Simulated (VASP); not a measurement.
Re: relaxation of cell and atoms with PBE

Crystal: Re.

```xyz
1
Lattice="2.5300 0.0000 0.0000 0.0000 2.5300 0.0000 0.0000 0.0000 2.5300" Properties=species:S:1:pos:R:3 pbc="T T T"
Re    0.0000    0.0000    0.0000
```

```
Program                : VASP 6.6.1
Task                   : relaxation of cell and atoms
Functional             : PBE
Potentials or basis    : VASP PAW PBE potentials, release 64 (Re_sv_GW)
Cutoff                 : 500 eV
k mesh                 : 8 × 8 × 8
Occupations            : fermi-dirac, width 0.1 eV
Spin                   : no spin polarisation
Dipole correction      : no
Second run             : valence_matched
Further INCAR settings : ALGO = Normal; EDIFF = 1e-07; IBRION = 2; EDIFFG = -0.02; NSW = 80; ISIF = 3
```

| Quantity | Value |
| --- | --- |
| Relaxed volume | 17.03 Å³/atom |
| Relaxed cell | a = 2.573 Å, b = 2.573 Å, c = 2.573 Å, α = 90.00°, β = 90.00°, γ = 90.00° |
| Space group after relaxing (to 0.05 Å) | Pm-3m (No. 221) |
| Energy gained by relaxing | 37.2 meV/atom |
| Ionic steps | 4 |
| Pressure after relaxing | -0.1 GPa |

Step by step:
```tsv
step	energy change (eV)	largest force (eV/Å)	pressure (GPa)	volume (Å³)
1	0.0000	0.0000	15.05	16.19
2	0.2901	0.0000	-29.93	20.03
3	-0.0371	0.0000	-0.93	17.08
4	-0.0372	0.0000	-0.06	17.03
```

Final structure:
```yaml
crystal:
  lattice:
    - [2.57273, 0.00000, 0.00000]
    - [0.00000, 2.57273, 0.00000]
    - [0.00000, 0.00000, 2.57273]
  atoms:
    - { symbol: Re, position: [0.00000, 0.00000, 0.00000] }
```

Levels at points of the mesh, in eV from the Fermi level:
| k point | band 5 | band 6 | band 7 | band 8 | band 9 | band 10 |
| --- | --- | --- | --- | --- | --- | --- |
| (0.00, 0.00, 0.00) | -9.07 | -5.21 | -5.21 | 3.67 | 3.67 | 3.67 |
| (0.50, 0.00, 0.00) | -5.66 | -4.28 | -0.88 | 0.04 | 0.04 | 4.05 |
| (0.50, 0.50, 0.00) | -6.21 | -3.71 | 0.76 | 0.76 | 4.79 | 4.79 |
| (0.50, 0.50, 0.50) | -4.63 | -4.63 | -4.63 | 6.56 | 6.56 | 7.81 |

Run time: 12 s on 1 thread of AMD EPYC 9R45 96-Core Processor (Zen 5), with other jobs on the host, peak memory 0.1 GiB.

Caveat: spin-orbit coupling is left out, which moves the levels of the heavy elements.
